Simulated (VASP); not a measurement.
# CoSi2 (Fm-3m) in VASP: further runs, part 2 of 2

VASP 6.6.1. Earlier steps stand in the parts before.

### 4 Single point, r2SCAN, collinear spin, ferromagnetic start

This run uses another cell than the first one, of 13.83 Å³/atom.

File POSCAR:

```
CoSi2
1.0
    0.0000000000      2.7475893511      2.7475893511
    2.7475893511      0.0000000000      2.7475893511
    2.7475893511      2.7475893511      0.0000000000
Co Si
1 2
Direct
    0.0000000000      0.0000000000      0.0000000000
    0.2500000000      0.2500000000      0.2500000000
    0.7500000000      0.7500000000      0.7500000000
```

File INCAR.step1:

```
SYSTEM = CoSi2
PREC = Accurate
ENCUT = 520
ISMEAR = -1
SIGMA = 0.1
LREAL = .False.
LASPH = .True.
NELM = 150
ISPIN = 2
MAGMOM = 2.5 0 0
LMAXMIX = 4
NBANDS = 20
GGA = PE
ALGO = Normal
EDIFF = 1E-4
LWAVE = .True.
LCHARG = .False.
```

File INCAR.step2:

```
SYSTEM = CoSi2
PREC = Accurate
ENCUT = 520
EDIFF = 1E-6
ISMEAR = -1
SIGMA = 0.1
LREAL = .False.
LASPH = .True.
NELM = 150
ALGO = Normal
ISIF = 2
LWAVE = .False.
LCHARG = .True.
ISPIN = 2
MAGMOM = 2.5 0 0
LORBIT = 11
LMAXMIX = 4
METAGGA = R2SCAN
LMIXTAU = .True.
LELF = .True.
LVHAR = .True.
NBANDS = 20
ISTART = 1
```

File KPOINTS:

```
Automatic mesh
0
Gamma
  9 9 9
  0 0 0
```

Potentials or basis: VASP PAW PBE potentials, release 64 (Co, Si).

Launch:

```console
cat potpaw_PBE.64/Co/POTCAR potpaw_PBE.64/Si/POTCAR > POTCAR
cp INCAR.step1 INCAR
mpirun -np 1 vasp_std > vasp.out
cp INCAR.step2 INCAR
mpirun -np 1 vasp_std > vasp.out
```

OUTCAR:

```text
SYSTEM = CoSi2
   PREC = Accurate
   ENCUT = 520
   EDIFF = 1E-6
   ISMEAR = -1
   LREAL = .False.
   LASPH = .True.
   NELM = 150
   ISIF = 2
   ISPIN = 2
   LORBIT = 11
   METAGGA = R2SCAN
   ISTART = 1

 ion  position               nearest neighbor table
   1  0.000  0.000  0.000-   3 2.38   3 2.38   3 2.38   2 2.38   2 2.38   2 2.38   3 2.38   2 2.38

   2  0.250  0.250  0.250-   1 2.38   1 2.38   1 2.38   1 2.38   3 2.75   3 2.75   3 2.75   3 2.75
                             3 2.75   3 2.75
   3  0.750  0.750  0.750-   1 2.38   1 2.38   1 2.38   1 2.38   2 2.75   2 2.75   2 2.75   2 2.75
                             2 2.75   2 2.75

  LATTYP: Found a face centered cubic cell.
 ALAT       =     5.4951787022

  Lattice vectors:

 A1 = (   0.0000000000,   2.7475893511,   2.7475893511)
 A2 = (   2.7475893511,   0.0000000000,   2.7475893511)
 A3 = (   2.7475893511,   2.7475893511,   0.0000000000)

Analysis of symmetry for initial positions (statically):
=====================================================================
 Subroutine PRICEL returns:
 Original cell was already a primitive cell.

 Routine SETGRP: Setting up the symmetry group for a
 face centered cubic supercell.

 Subroutine GETGRP returns: Found 48 space group operations
 (whereof 48 operations were pure point group operations)
 out of a pool of 48 trial point group operations.

The static configuration has the point symmetry O_h .

Analysis of symmetry for dynamics (positions and initial velocities):
=====================================================================
 Subroutine PRICEL returns:
 Original cell was already a primitive cell.

 Routine SETGRP: Setting up the symmetry group for a
 face centered cubic supercell.

 Subroutine GETGRP returns: Found 48 space group operations
 (whereof 48 operations were pure point group operations)
 out of a pool of 48 trial point group operations.

The dynamic configuration has the point symmetry O_h .

Analysis of structural, dynamic, and magnetic symmetry:
=====================================================================
 Subroutine PRICEL returns:
 Original cell was already a primitive cell.

 Routine SETGRP: Setting up the symmetry group for a
 face centered cubic supercell.

 Subroutine GETGRP returns: Found 48 space group operations
 (whereof 48 operations were pure point group operations)
 out of a pool of 48 trial point group operations.

The overall configuration has the point symmetry O_h .

 Subroutine INISYM returns: Found 48 space group operations
 (whereof 48 operations are pure point group operations),
 and found     1 'primitive' translations

----------------------------------------------------------------------------------------

                                     Primitive cell

  volume of cell :      41.4845

  direct lattice vectors                    reciprocal lattice vectors
     0.000000000  2.747589351  2.747589351    -0.181977703  0.181977703  0.181977703
     2.747589351  0.000000000  2.747589351     0.181977703 -0.181977703  0.181977703
     2.747589351  2.747589351  0.000000000     0.181977703  0.181977703 -0.181977703

[... 74 lines left out ...]
   NGXF,Y,Z  is equivalent  to a cutoff of  25.67, 25.67, 25.67 a.u.
 SYSTEM =  CoSi2
   PREC   = accura    normal or accurate (medium, high low for compatibility)
   ISTART =      1    job   : 0-new  1-cont  2-samecut
   ICHARG =      0    charge: 1-file 2-atom 10-const
   ISPIN  =      2    spin polarized calculation?
   LNONCOLLINEAR =      F non collinear calculations
   LSORBIT =      F    spin-orbit coupling
   LASPH  =      T    aspherical Exc in radial PAW
   ENCUT  =  520.0 eV  38.22 Ry    6.18 a.u.   7.22  7.22  7.22*2*pi/ulx,y,z
   NELM   =    150;   NELMIN=  2; NELMDL=  0     # of ELM steps
   EDIFF  = 0.1E-05   stopping-criterion for ELM
   LREAL  =      F    real-space projection
   EDIFFG = 0.1E-04   stopping-criterion for IOM
   NSW    =      0    number of steps for IOM
   IBRION =     -1    ionic relax: 0-MD 1-quasi-New 2-CG
   NFREE  =      0    steps in history (QN), initial steepest desc. (CG)
   ISIF   =      2    stress and relaxation
   ISYM   =      2    0-nonsym 1-usesym 2-fastsym
   POTIM  = 0.5000    time-step for ionic-motion
   TEBEG  =    0.0;   TEEND  =   0.0 temperature during run
   PSTRESS=    0.0 pullay stress
   NELECT =      17.0000    total number of electrons
   NUPDOWN=      -1.0000    fix difference up-down
   EMIN   =  10.00;   EMAX   =-10.00  energy-range for DOS
   EFERMI =   0.00;   METHOD = LEGACY
   ISMEAR =    -1;   SIGMA  =   0.10  broadening in eV -4-tet -1-fermi 0-gaus
   EFERMI_NEDOS =   21; number of points for ismear=-14 and -15
   IALGO  =     38    algorithm
   IMIX   =      4    mixing-type and parameters
     AMIX     =   0.40;   BMIX     =  1.00
     AMIX_MAG =   1.60;   BMIX_MAG =  1.00
  volume/ion in A,a.u.               =      13.83        93.32
  Fermi-wavevector in a.u.,A,eV,Ry     =   1.215988  2.297884 20.117942  1.478627
  Thomas-Fermi vector in A             =   2.351357
   LORBIT       =     11    0 simple, 1 ext, 2 COOP (PROOUT), +10 PAW based schemes
   METAGGA = R2SCAN    functional components
   LHFCALC =     F    Hartree Fock is set to
   AEXX    =    0.0000 exact exchange contribution
   IVDW    =     0    specifies the selected vdW correction
   LEPSILON=     F    determine dielectric tensor
   LRPA    =     F    only Hartree local field effects (RPA)
 spin polarized calculation
  energy-cutoff  :      520.00
  volume of cell :       41.48
 maximum number of plane-waves:      1139
 NGX is ok and might be reduce to    30
   NGX = 15   NGY = 15   NGZ = 15

 number of electron      16.9999994 magnetization      -0.0002853

 number of electron      16.9999994 magnetization       0.0000153

 Free energy of the ion-electron system (eV)
  ---------------------------------------------------
  ext. energy  EPLUGINS =         0.00000000
  ---------------------------------------------------
  free energy    TOTEN  =       -31.80825550 eV

  energy without entropy =      -31.76949956  energy(sigma->0) =      -31.78887753

 E-fermi :   9.0024     XC(G=0): -12.1621

 val. band max:        8.9825710923   @ k =  -0.2222   0.1111   0.0000
 cond. band min:       9.0199311878   @ k =   0.3333   0.1111   0.0000
 fundamental gap:      0.0373600955
 Fermi energy:         9.0024410417

 spin component 1

 k-point     1 :       0.0000    0.0000    0.0000
  band No.  band energies     occupation
      1      -4.1882      1.00000
      2       5.0841      1.00000
      3       5.0841      1.00000
      4       5.0841      1.00000
      5       7.2205      1.00000
      6       7.2205      1.00000
[... 541 lines left out ...]
     19      24.2688      0.00000
     20      24.2688      0.00000

 [... further k-points ...]

 spin component 2

 k-point     1 :       0.0000    0.0000    0.0000
  band No.  band energies     occupation
      1      -4.1882      1.00000
      2       5.0841      1.00000
      3       5.0841      1.00000
      4       5.0841      1.00000
      5       7.2205      1.00000
      6       7.2205      1.00000
[... 541 lines left out ...]
     19      24.2688      0.00000
     20      24.2688      0.00000

 [... further k-points ...]
[... 5 lines left out ...]
  --------------------------------------------------------------------------------------
  -------------------------------------------------------------------------------------
  Total       -4.0704653     -4.0704653     -4.0704653     -0.0000000      0.0000000     -0.0000000
  in kB     -157.2060203   -157.2060203   -157.2060203     -0.0000000      0.0000000     -0.0000000
  external PRESSURE =    -157.2060203 kB  Pullay stress =       0.0000000 kB

 VOLUME and BASIS-vectors are now :
 -----------------------------------------------------------------------------
  energy-cutoff  :      520.00
  volume of cell :       41.48
      direct lattice vectors                 reciprocal lattice vectors
     0.000000000  2.747589351  2.747589351    -0.181977703  0.181977703  0.181977703
     2.747589351  0.000000000  2.747589351     0.181977703 -0.181977703  0.181977703
     2.747589351  2.747589351  0.000000000     0.181977703  0.181977703 -0.181977703

 POSITION                                       TOTAL-FORCE (eV/Angst)
 -----------------------------------------------------------------------------------
      0.00000      0.00000      0.00000        -0.000000      0.000000      0.000000
      1.37379      1.37379      1.37379         0.000000      0.000000      0.000000
      4.12138      4.12138      4.12138        -0.000000     -0.000000     -0.000000
 -----------------------------------------------------------------------------------
    total drift:                                0.000000     -0.000000     -0.000000

  FREE ENERGIE OF THE ION-ELECTRON SYSTEM (eV)
  ---------------------------------------------------
  free  energy   TOTEN  =       -31.8082555037 eV

  energy  without entropy=      -31.7694995571  energy(sigma->0) =      -31.78887753

 total charge

# of ion       s       p       d       tot
------------------------------------------
    1        0.522   0.671   7.523   8.717
    2        0.711   0.839   0.000   1.550
    3        0.711   0.839   0.000   1.550
--------------------------------------------------
tot          1.945   2.350   7.523  11.818

 magnetization (x)

# of ion       s       p       d       tot
------------------------------------------
    1        0.000   0.000   0.000   0.000
    2       -0.000  -0.000   0.000  -0.000
    3       -0.000  -0.000   0.000  -0.000
--------------------------------------------------
tot          0.000   0.000   0.000   0.000
```

It took 3.8 min on 1 thread of Intel Xeon 8259CL, shared host; peak memory 0.22 GiB.

What came out:

```
Free energy                                           : -31.8083 eV
Pressure                                              : -15.7 GPa
Net moment                                            : 0.00 μB per cell
Valence electrons inside the program's atomic spheres : Co 8.72; Si 1.55
```

Caveat: the cell stands under tension; the moments typed at the start vanished in this run; the PAW data sets were made with another functional, which shifts forces and pressure a little.
